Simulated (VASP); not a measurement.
# N (P6_3/mmc) in VASP: G0W0 quasiparticle levels with PBE

Aim: the G0W0 quasiparticle levels of N with PBE.

Program: VASP 6.6.1. These are calculated values, not measurements. Logs are shortened: lines on timing, memory, paths and dates and some standing lists are left out, and cuts for length are marked.

### Step 1. The cell of the first run

It takes space group P6_3/mmc (No. 194, hexagonal). Conventional cell: a = 3.579 Å, b = 3.579 Å, c = 7.641 Å, α = 90.00°, β = 90.00°, γ = 120.00°. Within 1.5 Å of N (site symmetry 3m) lie 1 N at 1.09 Å.

### Step 2. G0W0 quasiparticle levels, PBE

The input, POSCAR:

```
N
1.0
    3.5792591437      0.0000000000      0.0000000000
   -1.7896295718      3.0997293451      0.0000000000
    0.0000000000      0.0000000000      7.6409876717
N
4
Direct
    0.3333333333      0.6666666667      0.3215760822
    0.3333333333      0.6666666667      0.1784239178
    0.6666666667      0.3333333333      0.8215760822
    0.6666666667      0.3333333333      0.6784239178
```

The input, INCAR.step1:

```
  ALGO = Normal
  EDIFF = 1E-8
  ENCUT = 500
  GGA = PE
  ISMEAR = 0
  LASPH = True
  LCHARG = False
  LREAL = False
  LWAVE = True
  NELM = 100
  PREC = Accurate
  SIGMA = 0.01
```

The input, INCAR.step2:

```
  ALGO = Exact
  EDIFF = 1E-8
  ENCUT = 500
  GGA = PE
  ISMEAR = 0
  ISTART = 1
  LASPH = True
  LCHARG = False
  LOPTICS = True
  LREAL = False
  LWAVE = True
  NBANDS = 263
  NELM = 1
  PREC = Accurate
  SIGMA = 0.01
```

The input, INCAR.step3:

```
  ALGO = EVGW0
  EDIFF = 1E-8
  ENCUT = 500
  ENCUTGW = 120.0
  GGA = PE
  ISMEAR = 0
  ISTART = 1
  LASPH = True
  LCHARG = False
  LREAL = False
  LWAVE = False
  NBANDS = 263
  NBANDSGW = 18
  NELMGW = 1
  NOMEGA = 48
  PREC = Accurate
  PRECFOCK = Fast
  SIGMA = 0.01
```

The input, KPOINTS:

```
k-points
0
Gamma
  6 6 2
```

Potentials or basis: VASP PAW PBE potentials, release 64 (N_GW).

Started as:

```sh
> cat potpaw_PBE.64/N_GW/POTCAR > POTCAR
> cp INCAR.step1 INCAR
> mpirun -np 1 vasp_std > vasp.out
> cp INCAR.step2 INCAR
> mpirun -np 1 vasp_std > vasp.out
> cp INCAR.step3 INCAR
> mpirun -np 1 vasp_std > vasp.out
```

OUTCAR:

```text
EDIFF = 1E-8
   ENCUT = 500
   ENCUTGW = 120.0
   GGA = PE
   ISMEAR = 0
   ISTART = 1
   LASPH = True
   LREAL = False
   NELMGW = 1
   PREC = Accurate
   PRECFOCK = Fast

 ion  position               nearest neighbor table
   1  0.333  0.667  0.322-   2 1.09
   2  0.333  0.667  0.178-   1 1.09
   3  0.667  0.333  0.822-   4 1.09
   4  0.667  0.333  0.678-   3 1.09

  LATTYP: Found a hexagonal cell.
 ALAT       =     3.5792591437
 C/A-ratio  =     2.1347958795

  Lattice vectors:

 A1 = (   3.5792591437,   0.0000000000,   0.0000000000)
 A2 = (  -1.7896295718,   3.0997293451,   0.0000000000)
 A3 = (   0.0000000000,   0.0000000000,   7.6409876717)

Analysis of symmetry for initial positions (statically):
=====================================================================
 Subroutine PRICEL returns:
 Original cell was already a primitive cell.

 Routine SETGRP: Setting up the symmetry group for a
 hexagonal supercell.

 Subroutine GETGRP returns: Found 24 space group operations
 (whereof 12 operations were pure point group operations)
 out of a pool of 24 trial point group operations.

The static configuration has the point symmetry D_3d.
 The point group associated with its full space group is D_6h.

Analysis of symmetry for dynamics (positions and initial velocities):
=====================================================================
 Subroutine PRICEL returns:
 Original cell was already a primitive cell.

 Routine SETGRP: Setting up the symmetry group for a
 hexagonal supercell.

 Subroutine GETGRP returns: Found 24 space group operations
 (whereof 12 operations were pure point group operations)
 out of a pool of 24 trial point group operations.

The dynamic configuration has the point symmetry D_3d.
 The point group associated with its full space group is D_6h.

 Subroutine INISYM returns: Found 24 space group operations
 (whereof 12 operations are pure point group operations),
 and found     1 'primitive' translations

----------------------------------------------------------------------------------------

                                     Primitive cell

  volume of cell :      84.7747

  direct lattice vectors                    reciprocal lattice vectors
     3.579259144  0.000000000  0.000000000     0.279387426  0.161304406  0.000000000
    -1.789629572  3.099729345  0.000000000     0.000000000  0.322608812  0.000000000
     0.000000000  0.000000000  7.640987672     0.000000000  0.000000000  0.130873134

  length of vectors
     3.579259144  3.579259144  7.640987672     0.322608811  0.322608812  0.130873134

  position of ions in fractional coordinates (direct lattice)
     0.333333333  0.666666667  0.321576082
     0.333333333  0.666666667  0.178423918
     0.666666667  0.333333333  0.821576082
     0.666666667  0.333333333  0.678423918

  ion indices of the primitive-cell ions
   primitive index   ion index
                 1           1
                 2           2
                 3           3
                 4           4

----------------------------------------------------------------------------------------

 KPOINTS: k-points

Automatic generation of k-mesh.
 Grid dimensions read from file:
 generate k-points for:    6    6    2

 Generating k-lattice:

  Cartesian coordinates                     Fractional coordinates (reciprocal lattice)
     0.046564571  0.026884068  0.000000000     0.166666667  0.000000000  0.000000000
     0.000000000  0.053768135  0.000000000     0.000000000  0.166666667  0.000000000
     0.000000000  0.000000000  0.065436567     0.000000000  0.000000000  0.500000000

  Length of vectors
     0.053768135  0.053768135  0.065436567

  Shift w.r.t. Gamma in fractional coordinates (k-lattice)
     0.000000000  0.000000000  0.000000000

 Subroutine IBZKPT returns following result:
 ===========================================

 Found     14 irreducible k-points:

 Following reciprocal coordinates:
            Coordinates               Weight
  0.000000  0.000000  0.000000      1.000000
  0.166667  0.000000  0.000000      6.000000
  0.333333  0.000000  0.000000      6.000000
  0.500000  0.000000  0.000000      3.000000
  0.166667  0.166667  0.000000      6.000000
  0.333333  0.166667  0.000000     12.000000
  0.333333  0.333333  0.000000      2.000000
  0.000000  0.000000  0.500000      1.000000
  0.166667  0.000000  0.500000      6.000000
  0.333333  0.000000  0.500000      6.000000
  0.500000  0.000000  0.500000      3.000000
  0.166667  0.166667  0.500000      6.000000
  0.333333  0.166667  0.500000     12.000000
  0.333333  0.333333  0.500000      2.000000
   k-points           NKPTS =     14   k-points in BZ     NKDIM =     72   number of bands    NBANDS=    263
   number of dos      NEDOS =    301   number of ions     NIONS =      4
   total plane-waves  NPLWV =  43904
   dimension x,y,z NGX =    28 NGY =   28 NGZ =   56
   dimension x,y,z NGXF=    56 NGYF=   56 NGZF=  112
   ions per type =               4
   NGX,Y,Z   is equivalent  to a cutoff of  13.01, 13.01, 12.18 a.u.
   NGXF,Y,Z  is equivalent  to a cutoff of  26.01, 26.01, 24.37 a.u.
 SYSTEM =  unknown system
   PREC   = accura    normal or accurate (medium, high low for compatibility)
   ISTART =      1    job   : 0-new  1-cont  2-samecut
   ICHARG =      0    charge: 1-file 2-atom 10-const
   ISPIN  =      1    spin polarized calculation?
   LNONCOLLINEAR =      F non collinear calculations
   LSORBIT =      F    spin-orbit coupling
   LASPH  =      T    aspherical Exc in radial PAW
   ENCUT  =  500.0 eV  36.75 Ry    6.06 a.u.   6.53  6.53 13.93*2*pi/ulx,y,z
   NELM   =     60;   NELMIN=  2; NELMDL=  0     # of ELM steps
   EDIFF  = 0.1E-07   stopping-criterion for ELM
   LREAL  =      F    real-space projection
   EDIFFG = 0.1E-06   stopping-criterion for IOM
   NSW    =      0    number of steps for IOM
   IBRION =     -1    ionic relax: 0-MD 1-quasi-New 2-CG
   NFREE  =      0    steps in history (QN), initial steepest desc. (CG)
   ISIF   =      0    stress and relaxation
   ISYM   =      3    0-nonsym 1-usesym 2-fastsym
   POTIM  = 0.5000    time-step for ionic-motion
   TEBEG  =    0.0;   TEEND  =   0.0 temperature during run
   PSTRESS=    0.0 pullay stress
   NELECT =      20.0000    total number of electrons
   NUPDOWN=      -1.0000    fix difference up-down
   EMIN   =  10.00;   EMAX   =-10.00  energy-range for DOS
   EFERMI =   0.00;   METHOD = LEGACY
   ISMEAR =     0;   SIGMA  =   0.01  broadening in eV -4-tet -1-fermi 0-gaus
   EFERMI_NEDOS =   21; number of points for ismear=-14 and -15
   IALGO  =     38    algorithm
   IMIX   =      4    mixing-type and parameters
     AMIX     =   0.40;   BMIX     =  1.00
     AMIX_MAG =   1.60;   BMIX_MAG =  1.00
  volume/ion in A,a.u.               =      21.19       143.02
  Fermi-wavevector in a.u.,A,eV,Ry     =   1.011570  1.911590 13.922491  1.023274
  Thomas-Fermi vector in A             =   2.144628
   LORBIT       =      0    0 simple, 1 ext, 2 COOP (PROOUT), +10 PAW based schemes
   GGA     = PE    functional components
   LHFCALC =     T    Hartree Fock is set to
   PRECFOCK=fast      Normal, Fast or Accurate (Low or Medium for compatibility)
   ENCUT4O =  -1.0   cutoff for four orbital integrals eV
   NKREDX  =     1    reduce k-point grid by
   NKREDY  =     1    reduce k-point grid by
   NKREDZ  =     1    reduce k-point grid by
   AEXX    =    1.0000 exact exchange contribution
   HFSCREEN=    0.0000 screening length (either q_TF or 0.3 A-1)
   HFSCREENC=   0.0000 screening length for correlation (either q_TF or 0.3 A-1)
   ENCUTFOCK=  -1.0 apply spherical cutoff to Coloumb kernel
   IVDW    =     0    specifies the selected vdW correction
   LEPSILON=     F    determine dielectric tensor
   LRPA    =     F    only Hartree local field effects (RPA)
   LRPAFORCE           =     F    calculate RPA forces
   ENCUTGW             = 120.0    cutoff for response function in eV
   ENCUTGWSOFT         =  96.0    soft cutoff for Coulomb kernel in GW response function in eV
   ENCUTLF             =  -1.0    cutoff for local field effects
   NELMGW              =     1    number of iterations in solving QP/BSE equation
   NELMHF              =     1    number of iterations in the inner HF iteration
   NKREDLFX            =     1    NKREDLFY  =   1   NKREDLFZ  =   1
 non-spin polarized calculation
 Gauss-broadening in eV      SIGMA  =   0.01
  energy-cutoff  :      500.00
  volume of cell :       84.77
 maximum number of plane-waves:      2175
 NGX is ok and might be reduce to    28
  NGX = 16; NGY = 16; NGZ = 36
   NGX = 13   NGY = 13   NGZ = 27
 maximum number of plane-waves:       271
 NGX is ok and might be reduce to    14

 QP shifts <psi_nk| G(iteration)W_0 |psi_nk>: iteration 1
 for sc-GW calculations column KS-energies equals QP-energies in previous step
 and V_xc(KS)=  KS-energies - (<T + V_ion + V_H > + <T+V_H+V_ion>^1  + <V_x>^1)

 k-point   1 :       0.0000    0.0000    0.0000
  band No.  KS-energies  QP-energies   sigma(KS)   V_xc(KS)     V^pw_x(r,r')   Z            occupation Imag(sigma)

      1     -24.8625     -31.7433     -25.5097     -19.6221     -31.0397       1.1687       2.0000       2.4417
      2     -24.8441     -31.6468     -25.5392     -19.6611     -31.0687       1.1573       2.0000       2.4668
      3     -10.3163     -13.3252     -19.4666     -15.5969     -23.0417       0.7776       2.0000       0.1230
      4      -9.5527     -12.4756     -20.4140     -16.7318     -23.9400       0.7938       2.0000       0.1084
      5      -7.6930     -10.8160     -20.5928     -16.8771     -21.5450       0.8405       2.0000       0.0466
      6      -7.6930     -10.8160     -20.5928     -16.8771     -21.5450       0.8405       2.0000       0.0466
[... 10 lines left out ...]
     17       6.4181       7.7800      -5.4115      -6.9379      -3.0220       0.8922       0.0000      -0.0397
     18      10.1182      11.6710      -4.8513      -6.5794      -2.3939       0.8985       0.0000      -0.0446

 k-point   2 :       0.1667    0.0000    0.0000
  band No.  KS-energies  QP-energies   sigma(KS)   V_xc(KS)     V^pw_x(r,r')   Z            occupation Imag(sigma)

      1     -24.8441     -31.6569     -25.5282     -19.6531     -31.0650       1.1596       2.0000       2.4431
      2     -24.8276     -31.6783     -25.5531     -19.6871     -31.0903       1.1679       2.0000       2.4651
      3     -10.2153     -13.2070     -19.5891     -15.7432     -23.1583       0.7779       2.0000       0.1216
      4      -9.5387     -12.4593     -20.4377     -16.7590     -23.9659       0.7939       2.0000       0.1085
      5      -7.9905     -11.2103     -19.9638     -16.1206     -21.1960       0.8378       2.0000       0.0494
      6      -7.9001     -11.0782     -20.2958     -16.5098     -21.2975       0.8394       2.0000       0.0465
[... 10 lines left out ...]
     17       7.0518       8.7245      -5.9720      -7.8692      -3.3889       0.8816       0.0000      -0.0471
     18      10.4710      12.0096      -4.7026      -6.4131      -2.2209       0.8995       0.0000      -0.0505

 k-point   3 :       0.3333    0.0000    0.0000
  band No.  KS-energies  QP-energies   sigma(KS)   V_xc(KS)     V^pw_x(r,r')   Z            occupation Imag(sigma)

      1     -24.8058     -31.5915     -25.5648     -19.7173     -31.1174       1.1604       2.0000       2.4462
      2     -24.7952     -31.6767     -25.5797     -19.7388     -31.1335       1.1782       2.0000       2.4611
      3      -9.9783     -12.9735     -19.8925     -16.1034     -23.4520       0.7905       2.0000       0.1176
      4      -9.5380     -12.4586     -20.4497     -16.7709     -23.9843       0.7939       2.0000       0.1092
      5      -8.3655     -11.6615     -19.6354     -15.6997     -20.7735       0.8374       2.0000       0.0480
      6      -8.2640     -11.5359     -19.8540     -15.9543     -20.9061       0.8390       2.0000       0.0467
[... 10 lines left out ...]
     17       8.4075      10.3236      -6.2992      -8.5050      -3.4403       0.8687       0.0000      -0.0704
     18       8.6999      10.0895      -4.4984      -6.0546      -2.0153       0.8930       0.0000      -0.0600

 k-point   4 :       0.5000    0.0000    0.0000
  band No.  KS-energies  QP-energies   sigma(KS)   V_xc(KS)     V^pw_x(r,r')   Z            occupation Imag(sigma)

      1     -24.7855     -31.6475     -25.5840     -19.7519     -31.1457       1.1766       2.0000       2.4486
      2     -24.7798     -31.6831     -25.5916     -19.7632     -31.1539       1.1844       2.0000       2.4580
      3      -9.8138     -12.7786     -20.1211     -16.3716     -23.6774       0.7907       2.0000       0.1145
      4      -9.5795     -12.5046     -20.3918     -16.7028     -23.9302       0.7929       2.0000       0.1102
      5      -8.5131     -11.8374     -19.5288     -15.5587     -20.6184       0.8373       2.0000       0.0471
      6      -8.4307     -11.7405     -19.6643     -15.7126     -20.7453       0.8375       2.0000       0.0467
[... 174 lines left out ...]
      5      -8.1584     -11.3996     -19.9721     -16.1085     -21.0476       0.8389       2.0000       0.0474
      6      -8.1584     -11.3996     -19.9721     -16.1085     -21.0476       0.8389       2.0000       0.0474
[... 10 lines left out ...]
     17       9.3785      11.0006      -5.0809      -6.9095      -2.3927       0.8870       0.0000      -0.0753
     18       9.3785      11.0006      -5.0809      -6.9095      -2.3927       0.8870       0.0000      -0.0753

 k-point  13 :       0.3333    0.1667    0.5000
  band No.  KS-energies  QP-energies   sigma(KS)   V_xc(KS)     V^pw_x(r,r')   Z            occupation Imag(sigma)

      1     -24.7828     -31.6578     -25.5876     -19.7574     -31.1496       1.1792       2.0000       2.4539
      2     -24.7828     -31.6578     -25.5876     -19.7574     -31.1496       1.1792       2.0000       2.4539
      3      -9.7157     -12.6743     -20.2058     -16.4722     -23.7269       0.7924       2.0000       0.1118
      4      -9.7157     -12.6743     -20.2058     -16.4722     -23.7269       0.7924       2.0000       0.1118
      5      -8.3478     -11.6313     -19.7813     -15.8639     -20.8622       0.8382       2.0000       0.0473
      6      -8.3478     -11.6313     -19.7813     -15.8639     -20.8622       0.8382       2.0000       0.0473
[... 10 lines left out ...]
     17       8.2607       9.7274      -4.7073      -6.3527      -2.1680       0.8914       0.0000      -0.0520
     18       8.2607       9.7274      -4.7073      -6.3527      -2.1680       0.8914       0.0000      -0.0520

 k-point  14 :       0.3333    0.3333    0.5000
  band No.  KS-energies  QP-energies   sigma(KS)   V_xc(KS)     V^pw_x(r,r')   Z            occupation Imag(sigma)

      1     -24.7737     -31.6477     -25.5953     -19.7721     -31.1618       1.1805       2.0000       2.4538
      2     -24.7737     -31.6477     -25.5953     -19.7721     -31.1618       1.1805       2.0000       2.4538
      3      -9.6777     -12.6278     -20.2685     -16.5466     -23.7932       0.7926       2.0000       0.1114
      4      -9.6777     -12.6278     -20.2685     -16.5466     -23.7932       0.7926       2.0000       0.1114
      5      -8.2168     -11.4767     -19.9230     -16.0405     -20.9531       0.8396       2.0000       0.0466
      6      -8.2168     -11.4767     -19.9230     -16.0405     -20.9531       0.8396       2.0000       0.0466
[... 10 lines left out ...]
     17       7.8173       9.3312      -5.1461      -6.8429      -2.5569       0.8922       0.0000      -0.0430
     18       7.8173       9.3312      -5.1461      -6.8429      -2.5569       0.8922       0.0000      -0.0430
```

It took 16 min on 1 thread of Intel Xeon Platinum 8488C (Sapphire Rapids), shared host; peak memory 1.6 GiB.

What came out:

| Quantity | Value |
| --- | --- |
| Band gap on the k mesh, mean-field level | 7.02 eV, indirect (least direct gap 7.08 eV) |
| Quasiparticle gap | 13.27 eV |
| Least direct quasiparticle gap | 13.33 eV |

Caveat: bands, screening cutoff and mesh are small and nothing is extrapolated, so the quasiparticle values aren't converged; the standard files for N, O and F lose accuracy on very short bonds. A k mesh can miss the band edges.
